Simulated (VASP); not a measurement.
# Pt (Fm-3m) in VASP: settings compared

The runs below take Pt through single point, with PBE, LDA.

Everything below comes from runs of VASP 6.6.1. Logs are shortened: lines on timing, memory, paths and dates and some standing lists are left out, and cuts for length are marked.

**1. The cell of the first run**

It takes space group Fm-3m (No. 225, cubic). Conventional cell: a = 3.922 Å, b = 3.922 Å, c = 3.922 Å, α = 90.00°, β = 90.00°, γ = 90.00°. Pt (site symmetry m-3m) has 12 Pt at 2.77 Å within 3.7 Å.

**2. Single point, PBE**

The input, INCAR:

```
  PREC = Accurate
  ENCUT = 520
  EDIFF = 1E-6
  ISMEAR = 1
  SIGMA = 0.1
  LREAL = F
  LASPH = T
  NELM = 60
  ALGO = Normal
  ISIF = 2
  LWAVE = F
  LCHARG = T
  GGA = PE
  LELF = T
  LVHAR = T
  NBANDS = 11
```

The input, KPOINTS:

```
regular mesh
0
Gamma
  12 12 12
```

The input, POSCAR:

```
Pt
1.0
    0.0000000000      1.9609000000      1.9609000000
    1.9609000000      0.0000000000      1.9609000000
    1.9609000000      1.9609000000      0.0000000000
Pt
1
Direct
    0.0000000000      0.0000000000      0.0000000000
```

Potentials or basis: VASP PAW PBE potentials, release 64 (Pt).

The run is started by

```bash
$ cat potpaw_PBE.64/Pt/POTCAR > POTCAR
$ mpirun -np 1 vasp_std > vasp.out
```

OUTCAR:

```text
PREC = Accurate
   ENCUT = 520
   EDIFF = 1E-6
   ISMEAR = 1
   LREAL = F
   LASPH = T
   NELM = 60
   ISIF = 2
   GGA = PE

 ion  position               nearest neighbor table
   1  0.000  0.000  0.000-

  LATTYP: Found a face centered cubic cell.
 ALAT       =     3.9218000000

  Lattice vectors:

 A1 = (   0.0000000000,   1.9609000000,   1.9609000000)
 A2 = (   1.9609000000,   0.0000000000,   1.9609000000)
 A3 = (   1.9609000000,   1.9609000000,   0.0000000000)

Analysis of symmetry for initial positions (statically):
=====================================================================
 Subroutine PRICEL returns:
 Original cell was already a primitive cell.

 Routine SETGRP: Setting up the symmetry group for a
 face centered cubic supercell.

 Subroutine GETGRP returns: Found 48 space group operations
 (whereof 48 operations were pure point group operations)
 out of a pool of 48 trial point group operations.

The static configuration has the point symmetry O_h .

Analysis of symmetry for dynamics (positions and initial velocities):
=====================================================================
 Subroutine PRICEL returns:
 Original cell was already a primitive cell.

 Routine SETGRP: Setting up the symmetry group for a
 face centered cubic supercell.

 Subroutine GETGRP returns: Found 48 space group operations
 (whereof 48 operations were pure point group operations)
 out of a pool of 48 trial point group operations.

The dynamic configuration has the point symmetry O_h .

 Subroutine INISYM returns: Found 48 space group operations
 (whereof 48 operations are pure point group operations),
 and found     1 'primitive' translations

----------------------------------------------------------------------------------------

                                     Primitive cell

  volume of cell :      15.0798

  direct lattice vectors                    reciprocal lattice vectors
     0.000000000  1.960900000  1.960900000    -0.254984956  0.254984956  0.254984956
     1.960900000  0.000000000  1.960900000     0.254984956 -0.254984956  0.254984956
     1.960900000  1.960900000  0.000000000     0.254984956  0.254984956 -0.254984956

  length of vectors
     2.773131374  2.773131374  2.773131374     0.441646899  0.441646899  0.441646899

  position of ions in fractional coordinates (direct lattice)
     0.000000000  0.000000000  0.000000000

  ion indices of the primitive-cell ions
   primitive index   ion index
                 1           1

----------------------------------------------------------------------------------------

 KPOINTS: regular mesh

Automatic generation of k-mesh.
 Grid dimensions read from file:
 generate k-points for:   12   12   12

 Generating k-lattice:

  Cartesian coordinates                     Fractional coordinates (reciprocal lattice)
    -0.021248746  0.021248746  0.021248746     0.083333333  0.000000000  0.000000000
     0.021248746 -0.021248746  0.021248746     0.000000000  0.083333333  0.000000000
     0.021248746  0.021248746 -0.021248746     0.000000000  0.000000000  0.083333333

  Length of vectors
     0.036803908  0.036803908  0.036803908

  Shift w.r.t. Gamma in fractional coordinates (k-lattice)
     0.000000000  0.000000000  0.000000000

 Subroutine IBZKPT returns following result:
 ===========================================

 Found     72 irreducible k-points:

 Following reciprocal coordinates:
            Coordinates               Weight
  0.000000  0.000000  0.000000      1.000000
  0.083333  0.000000  0.000000      8.000000
  0.166667  0.000000  0.000000      8.000000
  0.250000  0.000000  0.000000      8.000000
  0.333333  0.000000  0.000000      8.000000
  0.416667  0.000000  0.000000      8.000000
[... 16 lines left out ...]
  0.500000  0.166667  0.000000     24.000000
 -0.416667  0.166667  0.000000     24.000000
 [... further k-points ...]
   k-points           NKPTS =     72   k-points in BZ     NKDIM =     72   number of bands    NBANDS=     11
   number of dos      NEDOS =    301   number of ions     NIONS =      1
   total plane-waves  NPLWV =  13824
   dimension x,y,z NGX =    24 NGY =   24 NGZ =   24
   dimension x,y,z NGXF=    48 NGYF=   48 NGZF=   48
   ions per type =               1
   NGX,Y,Z   is equivalent  to a cutoff of  14.39, 14.39, 14.39 a.u.
   NGXF,Y,Z  is equivalent  to a cutoff of  28.78, 28.78, 28.78 a.u.
 SYSTEM =  unknown system
   PREC   = accura    normal or accurate (medium, high low for compatibility)
   ISTART =      0    job   : 0-new  1-cont  2-samecut
   ICHARG =      2    charge: 1-file 2-atom 10-const
   ISPIN  =      1    spin polarized calculation?
   LNONCOLLINEAR =      F non collinear calculations
   LSORBIT =      F    spin-orbit coupling
   LASPH  =      T    aspherical Exc in radial PAW
   ENCUT  =  520.0 eV  38.22 Ry    6.18 a.u.   5.16  5.16  5.16*2*pi/ulx,y,z
   NELM   =     60;   NELMIN=  2; NELMDL= -5     # of ELM steps
   EDIFF  = 0.1E-05   stopping-criterion for ELM
   LREAL  =      F    real-space projection
   EDIFFG = 0.1E-04   stopping-criterion for IOM
   NSW    =      0    number of steps for IOM
   IBRION =     -1    ionic relax: 0-MD 1-quasi-New 2-CG
   NFREE  =      0    steps in history (QN), initial steepest desc. (CG)
   ISIF   =      2    stress and relaxation
   ISYM   =      2    0-nonsym 1-usesym 2-fastsym
   POTIM  = 0.5000    time-step for ionic-motion
   TEBEG  =    0.0;   TEEND  =   0.0 temperature during run
   PSTRESS=    0.0 pullay stress
   NELECT =      10.0000    total number of electrons
   NUPDOWN=      -1.0000    fix difference up-down
   EMIN   =  10.00;   EMAX   =-10.00  energy-range for DOS
   EFERMI =   0.00;   METHOD = LEGACY
   ISMEAR =     1;   SIGMA  =   0.10  broadening in eV -4-tet -1-fermi 0-gaus
   EFERMI_NEDOS =   21; number of points for ismear=-14 and -15
   IALGO  =     38    algorithm
   IMIX   =      4    mixing-type and parameters
     AMIX     =   0.40;   BMIX     =  1.00
     AMIX_MAG =   1.60;   BMIX_MAG =  1.00
  volume/ion in A,a.u.               =      15.08       101.76
  Fermi-wavevector in a.u.,A,eV,Ry     =   1.427609  2.697791 27.729605  2.038068
  Thomas-Fermi vector in A             =   2.547760
   LORBIT       =      0    0 simple, 1 ext, 2 COOP (PROOUT), +10 PAW based schemes
   GGA     = PE    functional components
   LHFCALC =     F    Hartree Fock is set to
   AEXX    =    0.0000 exact exchange contribution
   IVDW    =     0    specifies the selected vdW correction
   LEPSILON=     F    determine dielectric tensor
   LRPA    =     F    only Hartree local field effects (RPA)
 non-spin polarized calculation
 Methfessel and Paxton  Order N= 1 SIGMA  =   0.10
  energy-cutoff  :      520.00
  volume of cell :       15.08
 maximum number of plane-waves:       419
 NGX is ok and might be reduce to    24
   NGX = 11   NGY = 11   NGZ = 11

 number of electron      10.0000000 magnetization

 Free energy of the ion-electron system (eV)
  ---------------------------------------------------
  ext. energy  EPLUGINS =         0.00000000
  ---------------------------------------------------
  free energy    TOTEN  =        -6.08464592 eV

  energy without entropy =       -6.08242743  energy(sigma->0) =       -6.08390643

 E-fermi :  11.2905     XC(G=0): -13.4889

 val. band max:       11.2887281054   @ k =  -0.4167   0.3333   0.0833
 cond. band min:      11.2916305046   @ k =  -0.4167   0.4167   0.1667
 fundamental gap:      0.0029023992
 Fermi energy:        11.2905485232

 k-point     1 :       0.0000    0.0000    0.0000
  band No.  band energies     occupation
      1       1.0490      2.00000
      2       7.4875      2.00000
      3       7.4875      2.00000
      4       7.4875      2.00000
      5       9.6445      2.00000
      6       9.6445      2.00000
      7      25.9049      0.00000
      8      30.8722      0.00000
      9      30.8722      0.00000
     10      30.8722      0.00000
     11      36.2133      0.00000

 k-point     2 :       0.0833    0.0000    0.0000
  band No.  band energies     occupation
      1       1.3267      2.00000
      2       7.3666      2.00000
      3       7.5953      2.00000
      4       7.5953      2.00000
      5       9.5864      2.00000
      6       9.5864      2.00000
      7      26.3316      0.00000
      8      29.5459      0.00000
      9      31.2998      0.00000
     10      31.2998      0.00000
     11      37.5839      0.00000

 k-point     3 :       0.1667    0.0000    0.0000
  band No.  band energies     occupation
      1       2.0969      2.00000
      2       7.1251      2.00000
      3       7.8148      2.00000
      4       7.8148      2.00000
      5       9.5394      2.00000
      6       9.5394      2.00000
      7      27.1742      0.00000
      8      27.3343      0.00000
      9      32.4896      0.00000
     10      32.4896      0.00000
     11      36.2180      0.00000

 k-point     4 :       0.2500    0.0000    0.0000
  band No.  band energies     occupation
      1       3.0967      2.00000
      2       7.1352      2.00000
      3       7.8603      2.00000
      4       7.8603      2.00000
      5       9.8215      2.00000
      6       9.8215      2.00000
      7      24.5772      0.00000
      8      27.6469      0.00000
      9      33.9230      0.00000
     10      33.9230      0.00000
     11      34.7925      0.00000
[... 239 lines left out ...]
 k-point    22 :       0.4167    0.1667    0.0000
  band No.  band energies     occupation
      1       4.6194      2.00000
      2       6.8189      2.00000
      3       7.3544      2.00000
      4       8.3863      2.00000
      5      11.2526      1.59349
      6      11.8099     -0.00000
      7      20.7247      0.00000
      8      27.2297      0.00000
      9      28.6223      0.00000
     10      30.4851      0.00000
     11      37.9126      0.00000

 k-point    23 :       0.5000    0.1667    0.0000
  band No.  band energies     occupation
      1       4.7043      2.00000
      2       6.8310      2.00000
      3       8.0802      2.00000
      4       8.1954      2.00000
      5      11.3804     -0.02225
      6      13.7459      0.00000
      7      17.7380      0.00000
      8      26.4691      0.00000
      9      28.6974      0.00000
     10      29.1091      0.00000
     11      38.6020      0.00000

 k-point    24 :      -0.4167    0.1667    0.0000
  band No.  band energies     occupation
      1       4.7627      2.00000
      2       6.8449      2.00000
      3       8.1057      2.00000
      4       8.3944      2.00000
      5      10.9819      2.00011
      6      14.3051      0.00000
      7      17.3056      0.00000
      8      26.0859      0.00000
      9      28.1858      0.00000
     10      29.8221      0.00000
     11      38.1477      0.00000

 [... further k-points ...]

------------------------ aborting loop because EDIFF is reached ----------------------------------------

  FORCE on cell =-STRESS in cart. coord.  units (eV):
  Direction    XX          YY          ZZ          XY          YZ          ZX
  --------------------------------------------------------------------------------------
  -------------------------------------------------------------------------------------
  Total        0.9114988      0.9114988      0.9114988      0.0000000      0.0000000      0.0000000
  in kB       96.8434732     96.8434732     96.8434732      0.0000000      0.0000000      0.0000000
  external PRESSURE =      96.8434732 kB  Pullay stress =       0.0000000 kB

 VOLUME and BASIS-vectors are now :
 -----------------------------------------------------------------------------
  energy-cutoff  :      520.00
  volume of cell :       15.08
      direct lattice vectors                 reciprocal lattice vectors
     0.000000000  1.960900000  1.960900000    -0.254984956  0.254984956  0.254984956
     1.960900000  0.000000000  1.960900000     0.254984956 -0.254984956  0.254984956
     1.960900000  1.960900000  0.000000000     0.254984956  0.254984956 -0.254984956

 POSITION                                       TOTAL-FORCE (eV/Angst)
 -----------------------------------------------------------------------------------
      0.00000      0.00000      0.00000         0.000000      0.000000      0.000000
 -----------------------------------------------------------------------------------
    total drift:                               -0.000000      0.000000     -0.000000

  FREE ENERGIE OF THE ION-ELECTRON SYSTEM (eV)
  ---------------------------------------------------
  free  energy   TOTEN  =        -6.0846459249 eV

  energy  without entropy=       -6.0824274326  energy(sigma->0) =       -6.08390643
```

Run time: 5.8 s. Hardware: 1 thread of Intel Xeon 6975P-C, shared host; peak memory 0.15 GiB.

Results:

```
Free energy            : -6.0846 eV
Pressure               : 9.7 GPa
Band gap on the k mesh : zero (band 5 reaches 11.78 eV, above the bottom of band 6 at 9.54 eV)
```

Levels at points of the mesh, in eV from the Fermi level:
| k point | band 1 | band 2 | band 3 | band 4 | band 5 | band 6 | band 7 | band 8 | band 9 | band 10 |
| --- | --- | --- | --- | --- | --- | --- | --- | --- | --- | --- |
| (0.00, 0.00, 0.00) | -10.24 | -3.80 | -3.80 | -3.80 | -1.65 | -1.65 | 14.61 | 19.58 | 19.58 | 19.58 |
| (0.50, 0.00, 0.00) | -7.35 | -3.87 | -3.87 | -0.50 | 0.03 | 0.03 | 5.83 | 14.18 | 18.96 | 18.96 |
| (0.50, 0.50, 0.00) | -7.10 | -6.64 | -0.01 | 0.48 | 0.48 | 1.76 | 8.87 | 11.37 | 11.37 | 20.13 |

Caveat: spin-orbit coupling is left out, which moves the levels of the heavy elements.

**3. Single point, LDA**

The input, INCAR:

```
PREC = Accurate
ENCUT = 520
EDIFF = 1E-6
ISMEAR = 1
SIGMA = 0.1
LREAL = False
LASPH = True
NELM = 80
ALGO = Normal
ISIF = 2
LWAVE = False
LCHARG = False
NBANDS = 11
```

KPOINTS is that of step 2.

POSCAR is that of step 2.

Potentials or basis: VASP PAW LDA potentials, release 64 (Pt).

The run is started by

```bash
$ cat potpaw_LDA.64/Pt/POTCAR > POTCAR
$ mpirun -np 1 vasp_std > vasp.out
```

Wall time 5.6 s (1 thread of Intel Xeon 6975P-C, shared host); peak memory 0.13 GiB.

It converged, with:

| Item | Value |
| --- | --- |
| Free energy | -7.5024 eV |
| Pressure | -5.4 GPa |
| Band gap on the k mesh | zero (band 5 reaches 11.65 eV, above the bottom of band 6 at 9.42 eV) |

Levels at points of the mesh, in eV from the Fermi level:
```
           k point  band 3  band 4  band 5  band 6  band 7  band 8
(0.00, 0.00, 0.00)   -3.83   -3.83   -1.64   -1.64   14.60   19.52
(0.50, 0.00, 0.00)   -3.88   -0.51    0.03    0.03    5.81   14.16
(0.50, 0.50, 0.00)    0.01    0.48    0.48    1.74    8.85   11.31
```

Caveat: spin-orbit coupling is left out, which moves the levels of the heavy elements.
